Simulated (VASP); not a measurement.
Runs of VASP 6.6.1 on CoO. The structure is that of space group Fm-3m (No. 225), or close to it. The cells are those of the table. 

| level | cell | gap on the mesh (eV) | pressure (GPa) | moment (μB) |
| --- | --- | --- | --- | --- |
| BLYP+U | a = 3.115 Å, angles 60.0°, 2 atoms | none | -9.4 | 3.00 |
| RPBE+D4+U | a = 3.064 Å, angles 60.0°, 2 atoms | none | (a) | 3.00 |
| RPBE+D4+U | a = 3.076 Å, angles 60.0°, 2 atoms | none | (b) | 3.00 |
| RPBE+D4+U | a = 3.035 Å, angles 60.0°, 2 atoms | none | -5.4 | 3.00 |
| BLYP+U | a = 3.057 Å, angles 60.0°, 2 atoms | none | -1.3 | 3.00 |

Alike in all rows: task single point; potentials or basis VASP PAW PBE potentials, release 64 (Co_sv, O); spin collinear, ferromagnetic start; Co d U = 3.3 eV; k mesh 10 × 10 × 10; cutoff (eV) 700; smearing gaussian 0.05 eV.

Fill in the values left out.

(a) -9.6; (b) -11.3.

Caveats: the PAW data sets were made with another functional, which shifts forces and pressure a little; a cell with one magnetic atom can't hold antiferromagnetic order, which such compounds often take; the cell stands under tension (at least some runs).

A gap of «none» marks levels without a gap at the run's occupations.
